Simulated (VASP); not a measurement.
A run of VASP 6.6.1:

File INCAR:

```
SYSTEM = Ga
PREC = Accurate ; ENCUT = 520
EDIFF = 1E-6 ; ISMEAR = 0
SIGMA = 0.05 ; LREAL = .False.
LASPH = .True. ; NELM = 60
ALGO = Normal ; ISIF = 2
LWAVE = .False. ; LCHARG = .True.
GGA = PE ; LELF = .True.
LVHAR = .True. ; NBANDS = 12
```

File KPOINTS:

```
Automatic mesh
0
Gamma
  8 8 8
  0 0 0
```

POSCAR

```
Ga
1.0
   -1.6880552095      1.6880552095      1.6880552095
    1.6880552095     -1.6880552095      1.6880552095
    1.6880552095      1.6880552095     -1.6880552095
Ga
1
Direct
    0.0000000000      0.0000000000      0.0000000000
```

Potentials or basis: VASP PAW PBE potentials, release 64 (Ga_d).

The run is started by

```sh
$ cat potpaw_PBE.64/Ga_d/POTCAR > POTCAR
$ mpirun -np 1 vasp_std > vasp.out
```

Hardware: 1 thread of Intel(R) Xeon(R) 6975P-C (Granite Rapids) (shared host).

**Question.** How long does it take, and how much memory?

**Answer.** Wall time 3.5 s on 1 thread of Intel(R) Xeon(R) 6975P-C (Granite Rapids), with other jobs on the host, peak memory 0.13 GiB. Counts: scf iterations 11, k points 29.
